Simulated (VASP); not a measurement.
WS2 (Tungstenite), 3 atoms in the cell. It takes space group R3m (No. 160, trigonal). Conventional cell: a = 3.115 Å, b = 3.115 Å, c = 18.240 Å, α = 90.00°, β = 90.00°, γ = 120.00°. Within 3.1 Å of W (site symmetry 3m) lie 6 S at 2.36 to 2.38 Å. S (site symmetry 3m) has 3 W at 2.38 Å and 1 S at 3.09 Å within 3.1 Å. Within 3.1 Å of S (site symmetry 3m) lie 3 W at 2.36 Å and 1 S at 3.09 Å. 

```yaml
Program: VASP 6.6.1
Task: single point
Functional: r2SCAN
Potentials_or_basis: VASP PAW PBE potentials, release 64 (W_sv, S)
Cutoff: 520 eV
k_mesh: 10 × 10 × 10
Occupations: fermi-dirac, width 0.05 eV
Spin: no spin polarisation
Dipole_correction: no
Further_INCAR_settings: ALGO = Normal; EDIFF = 1e-07; NBANDS = 20
```

Potentials or basis: VASP PAW PBE potentials, release 64 (W_sv, S).

Run with:

```sh
$ cat potpaw_PBE.64/W_sv/POTCAR potpaw_PBE.64/S/POTCAR > POTCAR
$ cp INCAR.step1 INCAR
$ mpirun -np 1 vasp_std > vasp.out
$ cp INCAR.step2 INCAR
$ mpirun -np 1 vasp_std > vasp.out
```

Hardware: 1 thread of Intel(R) Xeon(R) 6975P-C (Granite Rapids) (shared host).

Estimate the wall time of this run.

Run time: 9.9 min on 1 thread of Intel(R) Xeon(R) 6975P-C (Granite Rapids), on a shared host, peak memory 0.43 GiB. Counts: k points 116.
